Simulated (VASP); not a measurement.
Te2Mo, 6 atoms in the cell. It takes space group P6_3/mmc (No. 194, hexagonal). Conventional cell: a = 3.494 Å, b = 3.494 Å, c = 14.010 Å, α = 90.00°, β = 90.00°, γ = 120.00°. Te (site symmetry 3m) has 3 Mo at 2.71 Å and 7 Te at 3.49 to 3.61 Å within 3.7 Å. Within 3.6 Å of Mo (site symmetry -6m2) lie 6 Te at 2.71 Å and 6 Mo at 3.49 Å. 

```yaml
Program: VASP 6.6.1
Task: single point
Functional: PBEsol
Potentials_or_basis: VASP PAW PBE potentials, release 64 (Te, Mo_sv)
Cutoff: 520 eV
k_mesh: 9 × 9 × 2
Occupations: fermi-dirac, width 0.05 eV
Spin: no spin polarisation
Dipole_correction: no
Further_INCAR_settings: ALGO = Normal; EDIFF = 1e-06; NBANDS = 35
```

Potentials or basis: VASP PAW PBE potentials, release 64 (Te, Mo_sv).

Launch:

```sh
$ cat potpaw_PBE.64/Te/POTCAR potpaw_PBE.64/Mo_sv/POTCAR > POTCAR
$ mpirun -np 1 vasp_std > vasp.out
```

Hardware: 1 thread of Intel Xeon 8259CL, on a shared host.

Question: Estimate the wall time of this run.

Answer: Wall time 5.2 min on 1 thread of Intel Xeon 8259CL (shared host), peak memory 0.33 GiB. Counts: scf iterations 17, k points 24.
